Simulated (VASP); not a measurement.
# C in VASP: notebook

The runs below take C through single point, with r2SCAN, PBE.

Program: VASP 6.6.1. These are calculated values, not measurements. Logs are shortened: lines on timing, memory, paths and dates and some standing lists are left out, and cuts for length are marked.

## 1. The cell of the first run

Symmetry: Cmcm, No. 63, orthorhombic system. The conventional cell has a = 2.378 Å, b = 4.336 Å, c = 4.169 Å, α = 90.00°, β = 90.00°, γ = 90.00°. C (site symmetry m) has 4 C at 1.49 to 1.56 Å within 2.0 Å.

## 2. Single point, r2SCAN (uniaxial x strain -5.0%)

POSCAR reads:

```
C
1.0
    2.3780356032      0.0000000000      0.0000000000
   -1.1890178016      2.1678307826      0.0000000000
    0.0000000000      0.0000000000      4.1688692921
C
4
Direct
    0.3340956365      0.6681912729      0.0005945310
    0.6659043635      0.3318087271      0.5005945310
    0.3340956365      0.6681912729      0.3744054690
    0.6659043635      0.3318087271      0.8744054690
```

INCAR.step1 reads:

```
SYSTEM = C
PREC = Accurate ; ENCUT = 520
ISMEAR = 0 ; SIGMA = 0.01
LREAL = .FALSE. ; LASPH = .TRUE.
NELM = 100 ; NBANDS = 16
GGA = PE ; ALGO = Normal
EDIFF = 1E-4 ; LWAVE = .TRUE.
LCHARG = .FALSE.
```

INCAR.step2 reads:

```
SYSTEM = C
PREC = Accurate ; ENCUT = 520
EDIFF = 1E-7 ; ISMEAR = 0
SIGMA = 0.01 ; LREAL = .FALSE.
LASPH = .TRUE. ; NELM = 100
ALGO = Normal ; ISIF = 2
LWAVE = .FALSE. ; LCHARG = .FALSE.
METAGGA = R2SCAN ; LMIXTAU = .TRUE.
NBANDS = 16 ; ISTART = 1
```

KPOINTS reads:

```
regular mesh
0
G
  12 12 6
  0 0 0
```

Potentials or basis: VASP PAW PBE potentials, release 64 (C).

On the command line:

```
> cat potpaw_PBE.64/C/POTCAR > POTCAR
> cp INCAR.step1 INCAR
> mpirun -np 1 vasp_std > vasp.out
> cp INCAR.step2 INCAR
> mpirun -np 1 vasp_std > vasp.out
```

OUTCAR:

```text
SYSTEM = C
   PREC = Accurate
   ENCUT = 520
   EDIFF = 1E-7
   ISMEAR = 0
   LREAL = .FALSE.
   LASPH = .TRUE.
   NELM = 100
   ISIF = 2
   METAGGA = R2SCAN
   ISTART = 1

 ion  position               nearest neighbor table
   1  0.334  0.668  0.001-   4 1.49   4 1.49   4 1.53   3 1.56
   2  0.666  0.332  0.501-   3 1.49   3 1.49   3 1.53   4 1.56
   3  0.334  0.668  0.374-   2 1.49   2 1.49   2 1.53   1 1.56
   4  0.666  0.332  0.874-   1 1.49   1 1.49   1 1.53   2 1.56

  LATTYP: Found a base centered orthorhombic cell.
 ALAT       =     2.3780356032
 B/A-ratio  =     1.8232113764
 C/A-ratio  =     1.7530726985

  Lattice vectors:

 A1 = (   1.1890178016,  -2.1678307826,   0.0000000000)
 A2 = (   1.1890178016,   2.1678307826,   0.0000000000)
 A3 = (   0.0000000000,   0.0000000000,   4.1688692921)

Analysis of symmetry for initial positions (statically):
=====================================================================
 Subroutine PRICEL returns:
 Original cell was already a primitive cell.

 Routine SETGRP: Setting up the symmetry group for a
 base centered orthorhombic supercell.

 Subroutine GETGRP returns: Found  8 space group operations
 (whereof  2 operations were pure point group operations)
 out of a pool of  8 trial point group operations.

The static configuration has the point symmetry C_1h.
 The point group associated with its full space group is D_2h.

Analysis of symmetry for dynamics (positions and initial velocities):
=====================================================================
 Subroutine PRICEL returns:
 Original cell was already a primitive cell.

 Routine SETGRP: Setting up the symmetry group for a
 base centered orthorhombic supercell.

 Subroutine GETGRP returns: Found  8 space group operations
 (whereof  2 operations were pure point group operations)
 out of a pool of  8 trial point group operations.

The dynamic configuration has the point symmetry C_1h.
 The point group associated with its full space group is D_2h.

 Subroutine INISYM returns: Found  8 space group operations
 (whereof  2 operations are pure point group operations),
 and found     1 'primitive' translations

----------------------------------------------------------------------------------------

                                     Primitive cell

  volume of cell :      21.4913

  direct lattice vectors                    reciprocal lattice vectors
     2.378035603  0.000000000  0.000000000     0.420515151  0.230645309  0.000000000
    -1.189017802  2.167830783  0.000000000     0.000000000  0.461290617  0.000000000
     0.000000000  0.000000000  4.168869292     0.000000000  0.000000000  0.239873196

  length of vectors
     2.378035603  2.472499471  4.168869292     0.479614689  0.461290617  0.239873196

  position of ions in fractional coordinates (direct lattice)
     0.334095637  0.668191273  0.000594531
     0.665904363  0.331808727  0.500594531
     0.334095637  0.668191273  0.374405469
     0.665904363  0.331808727  0.874405469

  ion indices of the primitive-cell ions
   primitive index   ion index
                 1           1
                 2           2
                 3           3
                 4           4

----------------------------------------------------------------------------------------

 KPOINTS: regular mesh

Automatic generation of k-mesh.
 Grid dimensions read from file:
 generate k-points for:   12   12    6

 Generating k-lattice:

  Cartesian coordinates                     Fractional coordinates (reciprocal lattice)
     0.035042929  0.019220442  0.000000000     0.083333333  0.000000000  0.000000000
     0.000000000  0.038440885  0.000000000     0.000000000  0.083333333  0.000000000
     0.000000000  0.000000000  0.039978866     0.000000000  0.000000000  0.166666667

  Length of vectors
     0.039967891  0.038440885  0.039978866

  Shift w.r.t. Gamma in fractional coordinates (k-lattice)
     0.000000000  0.000000000  0.000000000

 Subroutine IBZKPT returns following result:
 ===========================================

 Found    172 irreducible k-points:

 Following reciprocal coordinates:
            Coordinates               Weight
  0.000000  0.000000  0.000000      1.000000
  0.083333 -0.000000  0.000000      4.000000
  0.166667 -0.000000  0.000000      4.000000
  0.250000 -0.000000  0.000000      4.000000
  0.333333 -0.000000  0.000000      4.000000
  0.416667 -0.000000  0.000000      4.000000
[... 16 lines left out ...]
  0.333333  0.166667  0.000000      4.000000
  0.416667  0.166667  0.000000      4.000000
 [... further k-points ...]
   k-points           NKPTS =    172   k-points in BZ     NKDIM =    172   number of bands    NBANDS=     16
   number of dos      NEDOS =    301   number of ions     NIONS =      4
   total plane-waves  NPLWV =  10368
   dimension x,y,z NGX =    18 NGY =   18 NGZ =   32
   dimension x,y,z NGXF=    36 NGYF=   36 NGZF=   64
   ions per type =               4
   NGX,Y,Z   is equivalent  to a cutoff of  12.58, 12.10, 12.76 a.u.
   NGXF,Y,Z  is equivalent  to a cutoff of  25.17, 24.21, 25.52 a.u.
 SYSTEM =  C
   PREC   = accura    normal or accurate (medium, high low for compatibility)
   ISTART =      1    job   : 0-new  1-cont  2-samecut
   ICHARG =      0    charge: 1-file 2-atom 10-const
   ISPIN  =      1    spin polarized calculation?
   LNONCOLLINEAR =      F non collinear calculations
   LSORBIT =      F    spin-orbit coupling
   LASPH  =      T    aspherical Exc in radial PAW
   ENCUT  =  520.0 eV  38.22 Ry    6.18 a.u.   4.42  4.60  7.75*2*pi/ulx,y,z
   NELM   =    100;   NELMIN=  2; NELMDL=  0     # of ELM steps
   EDIFF  = 0.1E-06   stopping-criterion for ELM
   LREAL  =      F    real-space projection
   EDIFFG = 0.1E-05   stopping-criterion for IOM
   NSW    =      0    number of steps for IOM
   IBRION =     -1    ionic relax: 0-MD 1-quasi-New 2-CG
   NFREE  =      0    steps in history (QN), initial steepest desc. (CG)
   ISIF   =      2    stress and relaxation
   ISYM   =      2    0-nonsym 1-usesym 2-fastsym
   POTIM  = 0.5000    time-step for ionic-motion
   TEBEG  =    0.0;   TEEND  =   0.0 temperature during run
   PSTRESS=    0.0 pullay stress
   NELECT =      16.0000    total number of electrons
   NUPDOWN=      -1.0000    fix difference up-down
   EMIN   =  10.00;   EMAX   =-10.00  energy-range for DOS
   EFERMI =   0.00;   METHOD = LEGACY
   ISMEAR =     0;   SIGMA  =   0.01  broadening in eV -4-tet -1-fermi 0-gaus
   EFERMI_NEDOS =   21; number of points for ismear=-14 and -15
   IALGO  =     38    algorithm
   IMIX   =      4    mixing-type and parameters
     AMIX     =   0.40;   BMIX     =  1.00
     AMIX_MAG =   1.60;   BMIX_MAG =  1.00
  volume/ion in A,a.u.               =       5.37        36.26
  Fermi-wavevector in a.u.,A,eV,Ry     =   1.483750  2.803882 29.953430  2.201515
  Thomas-Fermi vector in A             =   2.597373
   LORBIT       =      0    0 simple, 1 ext, 2 COOP (PROOUT), +10 PAW based schemes
   METAGGA = R2SCAN    functional components
   LHFCALC =     F    Hartree Fock is set to
   AEXX    =    0.0000 exact exchange contribution
   IVDW    =     0    specifies the selected vdW correction
   LEPSILON=     F    determine dielectric tensor
   LRPA    =     F    only Hartree local field effects (RPA)
 non-spin polarized calculation
 Gauss-broadening in eV      SIGMA  =   0.01
  energy-cutoff  :      520.00
  volume of cell :       21.49
 maximum number of plane-waves:       602
 NGX is ok and might be reduce to    18
   NGX =  9   NGY =  9   NGZ = 15

 number of electron      15.9999999 magnetization

 Free energy of the ion-electron system (eV)
  ---------------------------------------------------
  ext. energy  EPLUGINS =         0.00000000
  ---------------------------------------------------
  free energy    TOTEN  =       -38.94890641 eV

  energy without entropy =      -38.94890641  energy(sigma->0) =      -38.94890641

 E-fermi :  11.2154     XC(G=0): -14.5532

 val. band max:       11.1389577306   @ k =   0.0000   0.0000   0.0000
 cond. band min:      14.1505254944   @ k =   0.3333   0.3333   0.0000
 fundamental gap:      3.0115677638
 Fermi energy:        11.2154415073

 k-point     1 :       0.0000    0.0000    0.0000
  band No.  band energies     occupation
      1     -12.9733      2.00000
      2      -7.3114      2.00000
      3      -4.1745      2.00000
      4       7.3296      2.00000
      5       8.0137      2.00000
      6      10.2181      2.00000
[... 8 lines left out ...]
     15      27.2212      0.00000
     16      30.1327      0.00000

 k-point     2 :       0.0833   -0.0000    0.0000
  band No.  band energies     occupation
      1     -12.7772      2.00000
      2      -7.1335      2.00000
      3      -3.9886      2.00000
      4       6.7555      2.00000
      5       7.2366      2.00000
      6       9.9811      2.00000
[... 8 lines left out ...]
     15      27.5029      0.00000
     16      29.8743      0.00000

 k-point     3 :       0.1667   -0.0000    0.0000
  band No.  band energies     occupation
      1     -12.1910      2.00000
      2      -6.6009      2.00000
      3      -3.4410      2.00000
      4       4.7224      2.00000
      5       6.1050      2.00000
      6       8.2701      2.00000
[... 8 lines left out ...]
     15      27.5013      0.00000
     16      28.2818      0.00000

 k-point     4 :       0.2500   -0.0000    0.0000
  band No.  band energies     occupation
      1     -11.2213      2.00000
      2      -5.7187      2.00000
      3      -2.5796      2.00000
      4       2.0707      2.00000
      5       5.0646      2.00000
      6       5.9285      2.00000
[... 8 lines left out ...]
     15      27.3987      0.00000
     16      27.8498      0.00000
[... 324 lines left out ...]
 k-point    22 :       0.2500    0.1667    0.0000
  band No.  band energies     occupation
      1      -9.4791      2.00000
      2      -4.1327      2.00000
      3      -1.6586      2.00000
      4       0.1831      2.00000
      5       1.9111      2.00000
      6       3.7067      2.00000
[... 8 lines left out ...]
     15      27.4625      0.00000
     16      27.5200      0.00000

 k-point    23 :       0.3333    0.1667    0.0000
  band No.  band energies     occupation
      1      -7.8709      2.00000
      2      -3.0793      2.00000
      3      -2.6560      2.00000
      4       0.3725      2.00000
      5       1.4876      2.00000
      6       1.6882      2.00000
[... 8 lines left out ...]
     15      28.7470      0.00000
     16      29.6568      0.00000

 k-point    24 :       0.4167    0.1667    0.0000
  band No.  band energies     occupation
      1      -6.3648      2.00000
      2      -4.8072      2.00000
      3      -1.1618      2.00000
      4      -0.0830      2.00000
      5       0.6207      2.00000
      6       1.9165      2.00000
[... 8 lines left out ...]
     15      28.9978      0.00000
     16      29.9237      0.00000

 [... further k-points ...]

------------------------ aborting loop because EDIFF is reached ----------------------------------------

  FORCE on cell =-STRESS in cart. coord.  units (eV):
  Direction    XX          YY          ZZ          XY          YZ          ZX
  --------------------------------------------------------------------------------------
  -------------------------------------------------------------------------------------
  Total        9.9839311      0.9020719      0.2222919      0.0000000      0.0000000      0.0000000
  in kB      744.3036446     67.2496036     16.5718995      0.0000000      0.0000000      0.0000000
  external PRESSURE =     276.0417159 kB  Pullay stress =       0.0000000 kB

 VOLUME and BASIS-vectors are now :
 -----------------------------------------------------------------------------
  energy-cutoff  :      520.00
  volume of cell :       21.49
      direct lattice vectors                 reciprocal lattice vectors
     2.378035603  0.000000000  0.000000000     0.420515151  0.230645309  0.000000000
    -1.189017802  2.167830783  0.000000000     0.000000000  0.461290617  0.000000000
     0.000000000  0.000000000  4.168869292     0.000000000  0.000000000  0.239873196

 POSITION                                       TOTAL-FORCE (eV/Angst)
 -----------------------------------------------------------------------------------
      0.00000      1.44853      0.00248        -0.000000      0.016121      0.021539
      1.18902      0.71931      2.08691         0.000000     -0.016121      0.021539
      0.00000      1.44853      1.56085        -0.000000      0.016121     -0.021539
      1.18902      0.71931      3.64528         0.000000     -0.016121     -0.021539
 -----------------------------------------------------------------------------------
    total drift:                                0.000000     -0.000000      0.000000

  FREE ENERGIE OF THE ION-ELECTRON SYSTEM (eV)
  ---------------------------------------------------
  free  energy   TOTEN  =       -38.9489064087 eV

  energy  without entropy=      -38.9489064087  energy(sigma->0) =      -38.94890641
```

Run time: 2.5 min. Hardware: 1 thread of Intel Xeon Platinum 8259CL at 2.50GHz (Skylake/Cascade Lake), shared host; peak memory 0.16 GiB.

Results:

- Free energy: -38.9489 eV
- Pressure: 27.6 GPa
- Largest force: 0.027 eV/Å
- Band gap on the k mesh: 3.01 eV, indirect (least direct gap 4.67 eV)

Forces on the atoms (eV/Å):
```
C    0.000  0.016  0.022
C    0.000 -0.016  0.022
C    0.000  0.016 -0.022
C    0.000 -0.016 -0.022
```

Levels at points of the mesh, in eV from the valence-band top:
```
           k point  band 6  band 7  band 8  band 9  band 10  band 11
(0.00, 0.00, 0.00)   -0.92   -0.56    0.00    4.67     4.69     5.72
(0.50, 0.00, 0.00)   -7.67   -6.71   -4.19    4.34     8.15     8.36
(0.00, 0.50, 0.00)   -6.91   -6.56   -3.22    6.23     8.49     8.67
(0.00, 0.00, 0.50)   -2.49   -1.86   -1.86    6.86     6.86     8.10
(0.50, 0.00, 0.50)   -6.27   -5.67   -5.67    5.80     5.80     6.43
(0.00, 0.50, 0.50)   -5.99   -5.17   -5.17    6.00     6.00     7.58
```

Caveat: the cell differs from its parent crystal (uniaxial x strain -5.0%); the PAW data sets were made with another functional, which shifts forces and pressure a little. A k mesh can miss the band edges.

## 3. Single point, PBE (shear xy strain +5.0%)

INCAR reads:

```
SYSTEM = C
  ALGO = Normal
  EDIFF = 1E-6
  ENCUT = 520
  GGA = PE
  ISIF = 2
  ISMEAR = -1
  LASPH = .TRUE.
  LCHARG = .FALSE.
  LREAL = .FALSE.
  LWAVE = .FALSE.
  NBANDS = 16
  NELM = 100
  PREC = Accurate
  SIGMA = 0.02
```

KPOINTS reads:

```
k-points
0
G
  12 12 6
  0 0 0
```

POSCAR reads:

```
C
1.0
    2.5031953718      0.0625798843      0.0000000000
   -1.1974019163      2.1365408404      0.0000000000
    0.0000000000      0.0000000000      4.1688692921
C
4
Direct
    0.3326927279      0.6670336182      0.0002920760
    0.6673072721      0.3329663818      0.5002920760
    0.3326927279      0.6670336182      0.3747079240
    0.6673072721      0.3329663818      0.8747079240
```

Potentials or basis: VASP PAW PBE potentials, release 64 (C).

On the command line:

```
> cat potpaw_PBE.64/C/POTCAR > POTCAR
> mpirun -np 1 vasp_std > vasp.out
```

Wall time 66 s (1 thread of Intel Xeon Platinum 8259CL at 2.50GHz (Skylake/Cascade Lake), shared host); peak memory 0.18 GiB.

The run converged. Its results:

```yaml
Free_energy: -36.1707 eV
Pressure: 5.7 GPa
Largest_force: 0.060 eV/Å
Band_gap_on_the_k_mesh: 3.13 eV, indirect (least direct gap 4.29 eV)
```

Forces on the atoms (eV/Å):
```
C   -0.057 -0.001  0.018
C    0.057  0.001  0.018
C   -0.057 -0.001 -0.018
C    0.057  0.001 -0.018
```

Stress tensor (GPa, compression positive):
```
  6.02 -27.81   0.00
-27.81   6.92   0.00
  0.00   0.00   4.28
```

Levels at points of the mesh, in eV from the valence-band top:
```
           k point  band 5  band 6  band 7  band 8  band 9  band 10  band 11  band 12
(0.00, 0.00, 0.00)   -3.05   -0.66   -0.34    0.00    4.29     5.11     5.14     8.28
(0.50, 0.00, 0.00)   -9.68   -6.26   -6.03   -2.84    5.30     8.05     8.47     8.50
(0.00, 0.50, 0.00)   -9.45   -6.72   -6.06   -3.29    4.36     7.93     8.10     8.24
(0.50, 0.50, 0.00)   -9.24   -7.18   -6.10   -3.78    3.41     7.69     7.74     7.75
(0.00, 0.00, 0.50)   -2.23   -2.23   -1.82   -1.82    6.36     6.36     7.22     7.22
(0.50, 0.00, 0.50)   -5.16   -5.16   -4.74   -4.74    6.12     6.12     6.66     6.66
(0.00, 0.50, 0.50)   -5.37   -5.37   -4.90   -4.90    5.76     5.76     6.34     6.34
(0.50, 0.50, 0.50)   -5.79   -5.79   -4.89   -4.89    4.88     4.88     6.55     6.55
```

Caveat: the cell differs from its parent crystal (shear xy strain +5.0%). A k mesh can miss the band edges.

## 4. Single point, r2SCAN (shear xy strain +5.0%)

POSCAR is that of step 3.

INCAR.step1 reads:

```
PREC = Accurate
ENCUT = 520
ISMEAR = 0
SIGMA = 0.01
LREAL = False
LASPH = True
NELM = 80
NBANDS = 16
GGA = PE
ALGO = Normal
EDIFF = 1E-4
LWAVE = True
LCHARG = False
```

INCAR.step2 reads:

```
PREC = Accurate
ENCUT = 520
EDIFF = 1E-6
ISMEAR = 0
SIGMA = 0.01
LREAL = False
LASPH = True
NELM = 80
ALGO = Normal
ISIF = 2
LWAVE = False
LCHARG = False
METAGGA = R2SCAN
LMIXTAU = True
NBANDS = 16
ISTART = 1
```

KPOINTS reads:

```
regular mesh
0
Gamma
  12 12 6
```

On the command line:

```
> cat potpaw_PBE.64/C/POTCAR > POTCAR
> cp INCAR.step1 INCAR
> mpirun -np 1 vasp_std > vasp.out
> cp INCAR.step2 INCAR
> mpirun -np 1 vasp_std > vasp.out
```

Run time: 4 min. Hardware: 1 thread of Intel Xeon Platinum 8259CL at 2.50GHz (Skylake/Cascade Lake), shared host; peak memory 0.19 GiB.

The run converged. Its results:

* Free energy: -39.1027 eV
* Pressure: 2.0 GPa
* Largest force: 0.018 eV/Å
* Band gap on the k mesh: 3.38 eV, indirect (least direct gap 4.48 eV)

Forces in eV/Å, atoms in the order of the input:
```
C   -0.016 -0.001  0.010
C    0.016  0.001  0.010
C   -0.016 -0.001 -0.010
C    0.016  0.001 -0.010
```

Stress tensor (GPa, compression positive):
```
  2.01 -28.86   0.00
-28.86   3.01   0.00
  0.00   0.00   0.97
```

Levels at points of the mesh, in eV from the valence-band top:
```csv
k point,band 6,band 7,band 8,band 9,band 10,band 11
"(0.00, 0.00, 0.00)",-0.68,-0.35,0.00,4.48,5.31,5.38
"(0.50, 0.00, 0.00)",-6.58,-6.35,-3.02,5.56,8.54,8.91
"(0.00, 0.50, 0.00)",-7.09,-6.34,-3.49,4.57,8.40,8.49
"(0.50, 0.50, 0.00)",-7.57,-6.38,-4.00,3.58,8.03,8.13
"(0.00, 0.00, 0.50)",-2.36,-1.94,-1.94,6.67,6.67,7.56
"(0.50, 0.00, 0.50)",-5.47,-5.03,-5.03,6.43,6.43,6.96
"(0.00, 0.50, 0.50)",-5.69,-5.20,-5.20,6.03,6.03,6.64
"(0.50, 0.50, 0.50)",-6.12,-5.19,-5.19,5.10,5.10,6.85
```

Caveat: the cell differs from its parent crystal (shear xy strain +5.0%); the PAW data sets were made with another functional, which shifts forces and pressure a little. A k mesh can miss the band edges.

## 5. The runs side by side

```tsv
level	cell	smearing	gap on the mesh (eV)	pressure (GPa)	largest force (eV/Å)
r2SCAN	a = 2.378, b = 2.472, c = 4.169 Å, angles 90.0, 90.0, 118.7°, 4 atoms	gaussian 0.01 eV	3.01	27.6	0.03
PBE	a = 2.504, b = 2.449, c = 4.169 Å, angles 90.0, 90.0, 117.8°, 4 atoms	fermi-dirac 0.02 eV	3.13	5.7	0.06
r2SCAN	a = 2.504, b = 2.449, c = 4.169 Å, angles 90.0, 90.0, 117.8°, 4 atoms	gaussian 0.01 eV	3.38	2.0	0.02
```

Alike in all rows: task single point; potentials or basis VASP PAW PBE potentials, release 64 (C); no spin polarisation; k mesh 12 × 12 × 6; cutoff (eV) 520.

Caveats: the PAW data sets were made with another functional, which shifts forces and pressure a little (some runs).

Absolute energies hang on the potentials; compare differences alone.
